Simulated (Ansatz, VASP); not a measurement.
# One calculation of SiF, two programs

File INCAR:

```
  ALGO = Normal
  EDIFF = 1E-6
  EDIFFG = -0.08
  ENCUT = 600
  GGA = PE
  IBRION = 2
  ISIF = 3
  ISMEAR = 0
  LASPH = True
  LCHARG = False
  LREAL = False
  LWAVE = False
  NELM = 100
  NSW = 36
  PREC = Accurate
  SIGMA = 0.2
```

The input KPOINTS:

```
k-points
0
Gamma
  6 6 6
```

The input POSCAR:

```
SiF
1.0
    1.9050298400      1.0998694900      5.4980608100
   -1.9050298400      1.0998694900      5.4980608100
    0.0000000000     -2.1997389900      5.4980608100
Si F
2 2
Direct
    0.1877000000      0.1877000000      0.1877000000
    0.8123000000      0.8123000000      0.8123000000
    0.2825000000      0.2825000000      0.2825000000
    0.7175000000      0.7175000000      0.7175000000
```

Input for Ansatz:

```yaml
crystal:
  lattice:
    - [1.90502984, 1.09986949, 5.49806081]
    - [-1.90502984, 1.09986949, 5.49806081]
    - [0.0, -2.19973899, 5.49806081]
  atoms:
    - { symbol: Si, position: [0.1877, 0.1877, 0.1877] }
    - { symbol: Si, position: [0.8123, 0.8123, 0.8123] }
    - { symbol: F, position: [0.2825, 0.2825, 0.2825] }
    - { symbol: F, position: [0.7175, 0.7175, 0.7175] }
basis:
  ecutwfc: 420
kpoints:
  mp_grid: { grid: [6, 6, 6] }
hamiltonian:
  xc: pbe
scf:
  occupations: { method: gaussian, width: 0.2 }
  lower_state_search: "off"
output:
  forces: true
  stress: true
  eigenvalues: true
relax:
  adjacent_minimum: "off"
  f_tol: 0.08
  max_steps: 16
  cell: { stress_tol: 0.8 }
```

Alike in both runs: task relaxation of cell and atoms; functional PBE; k mesh 6 × 6 × 6; occupations gaussian, width 0.2 eV; no spin polarisation.

|  | VASP | Ansatz |
| --- | --- | --- |
| version | VASP 6.6.1 | Ansatz 0.2.0 |
| potentials or method | VASP PAW PBE potentials, release 64 (Si, F), cutoff 600 eV | scalar-relativistic, plane waves, PAW |
| valence electrons in the cell | 22 | 22 |

```tsv
	VASP	Ansatz	Ansatz less VASP
gap on the k mesh at the Fermi level, each at its own relaxed structure (eV)	0.49	0.52	+0.035
relaxed volume (Å³/atom)	19.46	20.50	+1.045
relaxed cell length with the largest relative difference (Å)	6.115	6.401	+0.2860
```

One of these differences is far larger than is usual between the two programs; its cause wasn't traced.
